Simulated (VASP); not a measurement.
# Li15S8 (a cell with a defect) in VASP: a series of runs

Li15S8 (a cell with a defect) is run at these levels: PBE; tasks: single point.

All numbers are computed with VASP 6.6.1; they aren't measurements. Logs are shortened: lines on timing, memory, paths and dates and some standing lists are left out, and cuts for length are marked.

### 1 The cell of the first run

The cell holds a defect, 23 atoms: a = 8.072 Å, b = 8.072 Å, c = 8.072 Å, α = 60.00°, β = 60.00°, γ = 60.00°.

### 2 Single point, PBE

Input file INCAR:

```
SYSTEM = Li15S8
PREC = Accurate ; ENCUT = 520
EDIFF = 1E-7 ; ISMEAR = -1
SIGMA = 0.05 ; LREAL = Auto
LASPH = .True. ; NELM = 100
ALGO = Normal ; ISIF = 2
LWAVE = .False. ; LCHARG = .False.
GGA = PE ; NELECT = 94.0
NBANDS = 64
```

Input file KPOINTS:

```
regular mesh
0
Gamma
  2 2 2
  0 0 0
```

Input file POSCAR:

```
Li15S8
1.0
    0.0000000000      5.7080000000      5.7080000000
    5.7080000000      0.0000000000      5.7080000000
    5.7080000000      5.7080000000      0.0000000000
Li S
15 8
Direct
    0.1349421864      0.1132182901      0.1170550105
    0.1591187807      0.1899702172      0.6058952348
    0.3627978276      0.4149877365      0.9093465312
    0.1436405046      0.6031885074      0.1336720392
    0.3478363700      0.9098545900      0.3871145760
    0.1813156973      0.6222056762      0.5299491941
    0.4090925018      0.8611247372      0.8500525578
    0.5655921514      0.1848633497      0.1832515767
    0.8526541696      0.3792834618      0.3649001402
    0.5538892782      0.1439383322      0.6660826910
    0.9192799580      0.3738349685      0.8272687456
    0.5727487737      0.6629905396      0.1301068676
    0.8805010512      0.9117379117      0.3202697968
    0.6143132446      0.6401016118      0.6239488437
    0.9122897687      0.8677032235      0.8739400841
    0.0476962158     -0.0460143658     -0.0106779958
   -0.0092414156      0.0040206727      0.4912841626
   -0.0235371409      0.4866415557      0.0068062369
   -0.0189733707      0.5174141556      0.4850035039
    0.5167659425      0.0174316748      0.0367379117
    0.4797039243     -0.0077347582      0.5280746321
    0.4971005606      0.5038279608      0.0148826209
    0.5096618781      0.5042484233      0.5227137351
```

Potentials or basis: VASP PAW PBE potentials, release 64 (Li_sv, S).

Run with:

```
> cat potpaw_PBE.64/Li_sv/POTCAR potpaw_PBE.64/S/POTCAR > POTCAR
> mpirun -np 1 vasp_std > vasp.out
```

OUTCAR:

```text
SYSTEM = Li15S8
   PREC = Accurate
   ENCUT = 520
   EDIFF = 1E-7
   ISMEAR = -1
   LREAL = Auto
   LASPH = .True.
   NELM = 100
   ISIF = 2
   GGA = PE
   NELECT = 94.0

 ion  position               nearest neighbor table
   1  0.135  0.113  0.117-  17 2.47  18 2.47  16 2.48  20 2.58
   2  0.159  0.190  0.606-  21 2.21  19 2.24  11 2.34  16 2.66
   3  0.363  0.415  0.909-  22 2.17   4 2.36  23 2.56  18 2.62  20 2.62
   4  0.144  0.603  0.134-  16 2.32  22 2.33  19 2.34   3 2.36
   5  0.348  0.910  0.387-  20 2.34  21 2.36  17 2.37  23 2.68
   6  0.181  0.622  0.530-  23 2.30  19 2.39  17 2.60
   7  0.409  0.861  0.850-  21 2.14  22 2.38  16 2.39  10 2.52  14 2.56  12 2.58
   8  0.566  0.185  0.183-  22 2.15  21 2.34  20 2.45
   9  0.853  0.379  0.365-  23 2.30  18 2.36  17 2.48  19 2.55
  10  0.554  0.144  0.666-  21 2.42  23 2.44   7 2.52  20 2.54
  11  0.919  0.374  0.827-  19 2.29   2 2.34  18 2.36
  12  0.573  0.663  0.130-  22 2.33  20 2.42   7 2.58  23 2.63  18 2.68
  13  0.881  0.912  0.320-  16 2.24  17 2.48  19 2.61  21 2.70
  14  0.614  0.640  0.624-  23 2.26  21 2.33  19 2.42   7 2.56  22 2.58
  15  0.912  0.868  0.874-  16 2.23  17 2.55  18 2.56  20 2.63
  16  0.048  0.954  0.989-  15 2.23  13 2.24   4 2.32   7 2.39   1 2.48   2 2.66
  17  0.991  0.004  0.491-   5 2.37   1 2.47   9 2.48  13 2.48  15 2.55   6 2.60
  18  0.976  0.487  0.007-  11 2.36   9 2.36   1 2.47  15 2.56   3 2.62  12 2.68
  19  0.981  0.517  0.485-   2 2.24  11 2.29   4 2.34   6 2.39  14 2.42   9 2.55  13 2.61
  20  0.517  0.017  0.037-   5 2.34  12 2.42   8 2.45  10 2.54   1 2.58   3 2.62  15 2.63
  21  0.480  0.992  0.528-   7 2.14   2 2.21  14 2.33   8 2.34   5 2.36  10 2.42  13 2.70
  22  0.497  0.504  0.015-   8 2.15   3 2.17  12 2.33   4 2.33   7 2.38  14 2.58
  23  0.510  0.504  0.523-  14 2.26   9 2.30   6 2.30  10 2.44   3 2.56  12 2.63   5 2.68

  LATTYP: Found a face centered cubic cell.
 ALAT       =    11.4160000000

  Lattice vectors:

 A1 = (   0.0000000000,   5.7080000000,   5.7080000000)
 A2 = (   5.7080000000,   0.0000000000,   5.7080000000)
 A3 = (   5.7080000000,   5.7080000000,   0.0000000000)

Analysis of symmetry for initial positions (statically):
=====================================================================
 Subroutine PRICEL returns:
 Original cell was already a primitive cell.

 Routine SETGRP: Setting up the symmetry group for a
 face centered cubic supercell.

 Subroutine GETGRP returns: Found  1 space group operations
 (whereof  1 operations were pure point group operations)
 out of a pool of 48 trial point group operations.

The static configuration has the point symmetry C_1 .

Analysis of symmetry for dynamics (positions and initial velocities):
=====================================================================
 Subroutine PRICEL returns:
 Original cell was already a primitive cell.

 Routine SETGRP: Setting up the symmetry group for a
 face centered cubic supercell.

 Subroutine GETGRP returns: Found  1 space group operations
 (whereof  1 operations were pure point group operations)
 out of a pool of 48 trial point group operations.

The dynamic configuration has the point symmetry C_1 .

 Subroutine INISYM returns: Found  1 space group operations
 (whereof  1 operations are pure point group operations),
 and found     1 'primitive' translations

----------------------------------------------------------------------------------------

                                     Primitive cell

  volume of cell :     371.9477

  direct lattice vectors                    reciprocal lattice vectors
     0.000000000  5.708000000  5.708000000    -0.087596356  0.087596356  0.087596356
     5.708000000  0.000000000  5.708000000     0.087596356 -0.087596356  0.087596356
     5.708000000  5.708000000  0.000000000     0.087596356  0.087596356 -0.087596356

  length of vectors
     8.072331014  8.072331014  8.072331014     0.151721339  0.151721339  0.151721339

  position of ions in fractional coordinates (direct lattice)
     0.134942186  0.113218290  0.117055011
     0.159118781  0.189970217  0.605895235
     0.362797828  0.414987737  0.909346531
     0.143640505  0.603188507  0.133672039
     0.347836370  0.909854590  0.387114576
     0.181315697  0.622205676  0.529949194
[... 15 lines left out ...]
     0.497100561  0.503827961  0.014882621
     0.509661878  0.504248423  0.522713735

  ion indices of the primitive-cell ions
   primitive index   ion index
                 1           1
                 2           2
                 3           3
                 4           4
                 5           5
                 6           6
[... 15 lines left out ...]
                22          22
                23          23

----------------------------------------------------------------------------------------

 KPOINTS: regular mesh

Automatic generation of k-mesh.
 Grid dimensions read from file:
 generate k-points for:    2    2    2

 Generating k-lattice:

  Cartesian coordinates                     Fractional coordinates (reciprocal lattice)
    -0.043798178  0.043798178  0.043798178     0.500000000  0.000000000  0.000000000
     0.043798178 -0.043798178  0.043798178     0.000000000  0.500000000  0.000000000
     0.043798178  0.043798178 -0.043798178     0.000000000  0.000000000  0.500000000

  Length of vectors
     0.075860670  0.075860670  0.075860670

  Shift w.r.t. Gamma in fractional coordinates (k-lattice)
     0.000000000  0.000000000  0.000000000

 Subroutine IBZKPT returns following result:
 ===========================================

 Found      8 irreducible k-points:

 Following reciprocal coordinates:
            Coordinates               Weight
  0.000000  0.000000  0.000000      1.000000
  0.500000  0.000000  0.000000      1.000000
  0.000000  0.500000  0.000000      1.000000
  0.000000  0.000000  0.500000      1.000000
  0.500000  0.500000  0.500000      1.000000
  0.500000  0.500000  0.000000      1.000000
  0.000000  0.500000  0.500000      1.000000
  0.500000  0.000000  0.500000      1.000000
   k-points           NKPTS =      8   k-points in BZ     NKDIM =      8   number of bands    NBANDS=     64
   number of dos      NEDOS =    301   number of ions     NIONS =     23
   total plane-waves  NPLWV = 216000
   dimension x,y,z NGX =    60 NGY =   60 NGZ =   60
   dimension x,y,z NGXF=   120 NGYF=  120 NGZF=  120
   ions per type =              15   8
   NGX,Y,Z   is equivalent  to a cutoff of  12.36, 12.36, 12.36 a.u.
   NGXF,Y,Z  is equivalent  to a cutoff of  24.71, 24.71, 24.71 a.u.
 SYSTEM =  Li15S8
   PREC   = accura    normal or accurate (medium, high low for compatibility)
   ISTART =      0    job   : 0-new  1-cont  2-samecut
   ICHARG =      2    charge: 1-file 2-atom 10-const
   ISPIN  =      1    spin polarized calculation?
   LNONCOLLINEAR =      F non collinear calculations
   LSORBIT =      F    spin-orbit coupling
   LASPH  =      T    aspherical Exc in radial PAW
   ENCUT  =  520.0 eV  38.22 Ry    6.18 a.u.  15.01 15.01 15.01*2*pi/ulx,y,z
   NELM   =    100;   NELMIN=  2; NELMDL= -5     # of ELM steps
   EDIFF  = 0.1E-06   stopping-criterion for ELM
   LREAL  =      T    real-space projection
   EDIFFG = 0.1E-05   stopping-criterion for IOM
   NSW    =      0    number of steps for IOM
   IBRION =     -1    ionic relax: 0-MD 1-quasi-New 2-CG
   NFREE  =      0    steps in history (QN), initial steepest desc. (CG)
   ISIF   =      2    stress and relaxation
   ISYM   =      2    0-nonsym 1-usesym 2-fastsym
   POTIM  = 0.5000    time-step for ionic-motion
   TEBEG  =    0.0;   TEEND  =   0.0 temperature during run
   PSTRESS=    0.0 pullay stress
   NELECT =      94.0000    total number of electrons
   NUPDOWN=      -1.0000    fix difference up-down
   EMIN   =  10.00;   EMAX   =-10.00  energy-range for DOS
   EFERMI =   0.00;   METHOD = LEGACY
   ISMEAR =    -1;   SIGMA  =   0.05  broadening in eV -4-tet -1-fermi 0-gaus
   EFERMI_NEDOS =   21; number of points for ismear=-14 and -15
   IALGO  =     38    algorithm
   IMIX   =      4    mixing-type and parameters
     AMIX     =   0.40;   BMIX     =  1.00
     AMIX_MAG =   1.60;   BMIX_MAG =  1.00
  volume/ion in A,a.u.               =      16.17       109.13
  Fermi-wavevector in a.u.,A,eV,Ry     =   1.035039  1.955941 14.576006  1.071306
  Thomas-Fermi vector in A             =   2.169363
   LORBIT       =      0    0 simple, 1 ext, 2 COOP (PROOUT), +10 PAW based schemes
   GGA     = PE    functional components
   LHFCALC =     F    Hartree Fock is set to
   AEXX    =    0.0000 exact exchange contribution
   IVDW    =     0    specifies the selected vdW correction
   LEPSILON=     F    determine dielectric tensor
   LRPA    =     F    only Hartree local field effects (RPA)
 non-spin polarized calculation
  energy-cutoff  :      520.00
  volume of cell :      371.95
 maximum number of plane-waves:     10086
   NGX = 29   NGY = 29   NGZ = 29

 number of electron      94.0000010 magnetization

 Free energy of the ion-electron system (eV)
  ---------------------------------------------------
  ext. energy  EPLUGINS =         0.00000000
  ---------------------------------------------------
  free energy    TOTEN  =       -86.91849491 eV

  energy without entropy =      -86.91849491  energy(sigma->0) =      -86.91849491

 E-fermi :   2.7549     XC(G=0):  -8.4119

 val. band max:        1.4814748960   @ k =   0.0000   0.0000   0.0000
 cond. band min:       4.4964892207   @ k =   0.0000   0.0000   0.0000
 fundamental gap:      3.0150143247
 Fermi energy:         2.7549247526

 k-point     1 :       0.0000    0.0000    0.0000
  band No.  band energies     occupation
      1     -43.3780      2.00000
      2     -43.3380      2.00000
      3     -43.2556      2.00000
      4     -43.2058      2.00000
      5     -43.1794      2.00000
      6     -43.1631      2.00000
[... 51 lines left out ...]
     58       7.6399      0.00000
     59       7.7839      0.00000

 k-point     2 :       0.5000    0.0000    0.0000
  band No.  band energies     occupation
      1     -43.3780      2.00000
      2     -43.3381      2.00000
      3     -43.2556      2.00000
      4     -43.2059      2.00000
      5     -43.1794      2.00000
      6     -43.1632      2.00000
[... 51 lines left out ...]
     58       7.9479      0.00000
     59       8.0835      0.00000

 k-point     3 :       0.0000    0.5000    0.0000
  band No.  band energies     occupation
      1     -43.3780      2.00000
      2     -43.3381      2.00000
      3     -43.2556      2.00000
      4     -43.2059      2.00000
      5     -43.1794      2.00000
      6     -43.1632      2.00000
[... 245 lines left out ...]
      4     -43.2059      2.00000
      5     -43.1794      2.00000
      6     -43.1632      2.00000
[... 51 lines left out ...]
     58       7.7802      0.00000
     59       7.8620      0.00000

 k-point     8 :       0.5000    0.0000    0.5000
  band No.  band energies     occupation
      1     -43.3781      2.00000
      2     -43.3381      2.00000
      3     -43.2557      2.00000
      4     -43.2059      2.00000
      5     -43.1794      2.00000
      6     -43.1633      2.00000
[... 51 lines left out ...]
     58       7.9004      0.00000
     59       8.0547      0.00000
 [bands above 59 left out]

------------------------ aborting loop because EDIFF is reached ----------------------------------------

  FORCE on cell =-STRESS in cart. coord.  units (eV):
  Direction    XX          YY          ZZ          XY          YZ          ZX
  --------------------------------------------------------------------------------------
  -------------------------------------------------------------------------------------
  Total       10.4889313     10.4702773      9.8727057      0.3012717     -0.0137179     -0.5279599
  in kB       45.1814262     45.1010735     42.5270137      1.2977379     -0.0590905     -2.2742049
  external PRESSURE =      44.2698378 kB  Pullay stress =       0.0000000 kB

 VOLUME and BASIS-vectors are now :
 -----------------------------------------------------------------------------
  energy-cutoff  :      520.00
  volume of cell :      371.95
      direct lattice vectors                 reciprocal lattice vectors
     0.000000000  5.708000000  5.708000000    -0.087596356  0.087596356  0.087596356
     5.708000000  0.000000000  5.708000000     0.087596356 -0.087596356  0.087596356
     5.708000000  5.708000000  0.000000000     0.087596356  0.087596356 -0.087596356

 POSITION                                       TOTAL-FORCE (eV/Angst)
 -----------------------------------------------------------------------------------
      1.31440      1.43840      1.41650         0.192070      0.115472      0.246575
      4.54280      4.36670      1.99260        -0.540817     -0.131667     -0.607645
      7.55930      7.26140      4.43960        -1.223951     -0.756192     -0.600282
      4.20600      1.58290      4.26290         0.346866     -0.002814     -0.279706
      7.40310      4.19510      7.17890        -0.062851      0.264155     -0.199249
      6.57650      4.05990      4.58650         0.430509     -0.112214     -0.244574
[... 15 lines left out ...]
      2.96080      2.92240      5.71330         0.256318     -0.168043      1.262656
      5.86190      5.89280      5.78740         0.072711     -0.673091     -0.468759
 -----------------------------------------------------------------------------------
    total drift:                               -0.000743     -0.001512     -0.005986

  FREE ENERGIE OF THE ION-ELECTRON SYSTEM (eV)
  ---------------------------------------------------
  free  energy   TOTEN  =       -86.9184949055 eV

  energy  without entropy=      -86.9184949055  energy(sigma->0) =      -86.91849491
```

Run time: 4.9 min. Hardware: 1 thread of Intel Xeon Platinum 8488C (Sapphire Rapids), shared host; peak memory 0.5 GiB.

What came out:

* Free energy: -86.9185 eV
* Largest force: 1.561 eV/Å

Forces in eV/Å, atoms in the order of the input:
```
Li   0.192  0.115  0.247
Li  -0.541 -0.132 -0.608
Li  -1.224 -0.756 -0.600
Li   0.347 -0.003 -0.280
Li  -0.063  0.264 -0.199
Li   0.431 -0.112 -0.245
Li   0.612  0.420 -0.896
Li  -0.479  0.307 -0.465
Li  -0.113  0.363  0.041
Li  -0.035  0.200  0.737
Li   0.931  0.038 -0.562
Li  -0.040  0.873  0.084
Li   0.507  0.659 -0.732
Li  -0.186  0.380  0.083
Li  -0.351 -0.672 -0.449
S    0.841 -0.471  1.227
S   -0.188  0.001 -0.122
S   -0.048  0.283  0.725
S    0.195 -0.089  0.167
S   -0.550 -0.895 -0.236
S   -0.567  0.067  1.287
S    0.256 -0.168  1.263
S    0.073 -0.673 -0.469
```

Caveat: the k points lie up to 0.48 Å⁻¹ apart; the cell carries a net charge on a neutralising background, which shifts energy and pressure; the cell is charged against a uniform background, so pressure and absolute levels hang on convention; the cutoff is under 1.25 times the usual one of these potentials, so pressure, stress and relaxed cells hold a basis-set (Pulay) error.

### 3 Single point, PBE

INCAR: that of step 2 with these lines changed.

```diff
@@ -2,3 +2,3 @@
 PREC = Accurate ; ENCUT = 520
-EDIFF = 1E-7 ; ISMEAR = -1
+EDIFF = 1E-6 ; ISMEAR = -1
 SIGMA = 0.05 ; LREAL = Auto
```

Input file KPOINTS:

```
Automatic mesh
0
Gamma
  2 2 2
  0 0 0
```

Input file POSCAR:

```
Li15S8
1.0
    0.0000000000      5.7080000000      5.7080000000
    5.7080000000      0.0000000000      5.7080000000
    5.7080000000      5.7080000000      0.0000000000
Li S
15 8
Direct
    0.1295024527      0.1194463910      0.1503854240
    0.1471793973      0.1653118430      0.5850035039
    0.3291608269      0.4258321654      0.8848370708
    0.1224421864      0.6360021023      0.1724597057
    0.3868342677      0.8416520673      0.4694551507
    0.1230466013      0.6544761738      0.5632708479
    0.3834442887      0.8793447793      0.9058163980
    0.5264453399      0.1570164681      0.1988875263
    0.8429835319      0.3437894184      0.3801944639
    0.6230203224      0.1524526980      0.6768220042
    0.8521461107      0.3852400140      0.8222056762
    0.6276454100      0.6113174492      0.1633672039
    0.8663367204      0.8604502453      0.3946829012
    0.5953048353      0.6434127540      0.6649614576
    0.9200770848      0.8440960056      0.8696391030
    0.0436142256     -0.0292484233     -0.0320515067
    0.0183251577     -0.0086720392      0.4835143658
   -0.0522074282      0.4881219341      0.0307988788
   -0.0146285915      0.5085143658      0.4800105116
    0.4741765943      0.0492291521      0.0260161177
    0.5141117730     -0.0071741416      0.5243780659
    0.4963034338      0.5119306237      0.0092151367
    0.4712946741      0.4984845830      0.5194551507
```

Potentials or basis: VASP PAW PBE potentials, release 64 (Li_sv, S).

Run with:

```
> cat potpaw_PBE.64/Li_sv/POTCAR potpaw_PBE.64/S/POTCAR > POTCAR
> mpirun -np 1 vasp_std > vasp.out
```

Wall time 5.5 min (1 thread of Intel Xeon Platinum 8488C (Sapphire Rapids), shared host); peak memory 0.5 GiB.

The run converged. Its results:

| Item | Value |
| --- | --- |
| Free energy | -86.4741 eV |
| Largest force | 1.703 eV/Å |

Forces in eV/Å, atoms in the order of the input:
```
Li  -0.467 -0.797  0.306
Li  -0.108  0.534 -0.192
Li  -0.028  0.126 -0.250
Li  -1.261 -0.530  0.885
Li  -0.514 -1.019 -0.260
Li  -0.547  0.684 -0.524
Li  -0.156 -0.081  0.189
Li   0.041 -0.083  0.811
Li   0.421  0.081  0.549
Li  -0.338 -0.274 -0.463
Li   0.531  1.125 -0.406
Li   0.538 -1.031 -0.550
Li   0.153 -0.686  0.268
Li  -0.581  0.073  0.096
Li   0.189 -0.084 -0.206
S    1.060 -0.363  0.137
S    1.148  0.431 -0.526
S   -1.036  0.422  1.284
S    0.993  0.406 -1.100
S   -0.944  0.285 -0.369
S    0.470  0.319  0.014
S   -0.007 -0.083 -0.180
S    0.443  0.546  0.487
```

Levels at points of the mesh, in eV from the Fermi level:
```csv
k point,band 43,band 44,band 45,band 46,band 47,band 48,band 49,band 50,band 51,band 52
"(0.00, 0.00, 0.00)",-1.85,-1.77,-1.56,-1.39,-1.28,1.61,1.72,2.13,2.53,3.91
"(0.50, 0.00, 0.00)",-2.14,-1.95,-1.75,-1.65,-1.44,2.54,2.95,3.09,3.29,3.39
"(0.00, 0.50, 0.00)",-2.10,-1.95,-1.84,-1.58,-1.37,2.79,2.90,3.07,3.13,3.36
"(0.00, 0.00, 0.50)",-2.12,-1.99,-1.85,-1.51,-1.41,2.90,2.94,3.09,3.23,3.40
"(0.50, 0.50, 0.50)",-2.19,-1.90,-1.79,-1.70,-1.41,2.72,2.85,3.10,3.16,3.53
"(0.50, 0.50, 0.00)",-2.07,-2.01,-1.89,-1.82,-1.53,2.87,3.05,3.36,3.77,3.83
"(0.00, 0.50, 0.50)",-2.14,-2.05,-1.94,-1.77,-1.65,2.96,3.10,3.41,3.81,3.89
"(0.50, 0.00, 0.50)",-2.17,-2.06,-1.90,-1.75,-1.52,2.78,3.01,3.31,3.75,4.00
```

Caveat: the k points lie up to 0.48 Å⁻¹ apart; the cell carries a net charge on a neutralising background, which shifts energy and pressure; the cell is charged against a uniform background, so pressure and absolute levels hang on convention; the cutoff is under 1.25 times the usual one of these potentials, so pressure, stress and relaxed cells hold a basis-set (Pulay) error; the atoms stand as in a frame of molecular dynamics.
